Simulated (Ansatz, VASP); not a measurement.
One calculation of HfSc2O2, two programs

```xyz
5
Lattice="3.1729 0.0000 0.0000 -1.5865 2.7478 0.0000 0.0000 0.0000 8.0634" Properties=species:S:1:pos:R:3 pbc="T T T"
Hf    0.0000    0.0000    0.0000
Sc    0.0000    1.8319    5.3619
Sc    1.5865    0.9159    2.7015
O     0.0000    1.8319    1.3505
O     1.5865    0.9159    6.7129
```

Alike in both runs: task relaxation of cell and atoms; functional PBE; k mesh 12 × 12 × 6; occupations gaussian, width 0.1 eV; no spin polarisation.

|  | VASP | Ansatz |
| --- | --- | --- |
| version | VASP 6.6.1 | Ansatz 0.2.0 |
| potentials or method | VASP PAW PBE potentials, release 64 (Hf_pv, Sc_sv, O), cutoff 600 eV | scalar-relativistic, plane waves, PAW |
| valence electrons in the cell | 44 | 60 |

VASP gave:

| Property | Result |
| --- | --- |
| gap on the k mesh at the Fermi level, each at its own relaxed structure (eV) | none |
| relaxed volume (Å³/atom) | 14.17 |
| relaxed cell length with the largest relative difference (Å) | 7.840 |

Problem. Which values does Ansatz return?

Solution. gap on the k mesh at the Fermi level, each at its own relaxed structure (eV): none; relaxed volume (Å³/atom): 14.14; relaxed cell length with the largest relative difference (Å): 7.883.

A gap of «none» marks a metal or a gap that the smearing closes. VASP's potentials hold 44 valence electrons a cell and Ansatz's 60, so a difference there can come from the potentials and not from the codes.

Neither program's run includes spin-orbit coupling.
